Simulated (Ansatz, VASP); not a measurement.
## PtSe2 in VASP and in Ansatz

File INCAR:

```
SYSTEM = PtSe2
PREC = Accurate
ENCUT = 600
EDIFF = 1E-7
ISMEAR = -1
SIGMA = 0.05
LREAL = .False.
LASPH = .True.
NELM = 60
ALGO = Normal
ISIF = 3
LWAVE = .False.
LCHARG = .False.
GGA = CA
IBRION = 2
NSW = 60
EDIFFG = -0.01
```

File KPOINTS:

```
Automatic mesh
0
Gamma
  8 8 5
  0 0 0
```

Contents of POSCAR:

```
PtSe2
1.0
    3.7240000000      0.0000000000      0.0000000000
   -1.8620000000      3.2250786037      0.0000000000
    0.0000000000      0.0000000000      5.0620000000
Pt Se
1 2
Direct
    0.0000000000      0.0000000000      0.0000000000
    0.6666666667      0.3333333333      0.7500000000
    0.3333333333      0.6666666667      0.2500000000
```

File input.yaml:

```yaml
crystal:
  lattice:
    - [3.724, 0.0, 0.0]
    - [-1.862, 3.2250786037, 0.0]
    - [0.0, 0.0, 5.062]
  atoms:
    - { symbol: Pt, position: [0.0, 0.0, 0.0] }
    - { symbol: Se, position: [0.6666666667, 0.3333333333, 0.75] }
    - { symbol: Se, position: [0.3333333333, 0.6666666667, 0.25] }
hamiltonian:
  xc: lda
  pseudopotentials: { kind: paw }
kpoints:
  mp_grid: { grid: [8, 8, 5] }
scf:
  occupations: { method: fermi_dirac, width: 0.05 }
output:
  forces: true
  stress: true
relax:
  f_tol: 0.01
  max_steps: 40
  cell: { stress_tol: 0.05 }
```

Alike in both runs: task relaxation of cell and atoms; functional LDA; k mesh 8 × 8 × 5; occupations fermi-dirac, width 0.05 eV; no spin polarisation.

|  | VASP | Ansatz |
| --- | --- | --- |
| version | VASP 6.6.1 | Ansatz 0.2.0 |
| potentials or method | VASP PAW LDA potentials, release 64 (Pt, Se) | Ansatz PAW |
| plane-wave cutoff (eV) | 600 | 420 |
| valence electrons in the cell | 22 | 50 |

```csv
,VASP,Ansatz,Ansatz less VASP
relaxed volume (Å³/atom),19.26,19.22,-0.043
relaxed cell length with the largest relative difference (Å),3.744,3.738,-0.0054
```

LDA's correlation is that of Perdew and Zunger in VASP and of Perdew and Wang (1992) in Ansatz. VASP's potentials hold 22 valence electrons a cell and Ansatz's 50, so a difference there can come from the potentials and not from the codes.

Spin-orbit coupling is off throughout. Noted on Ansatz's run: the plane-wave basis is chosen anew once the cell has moved, so the energies of steps on either side of that aren't comparable.
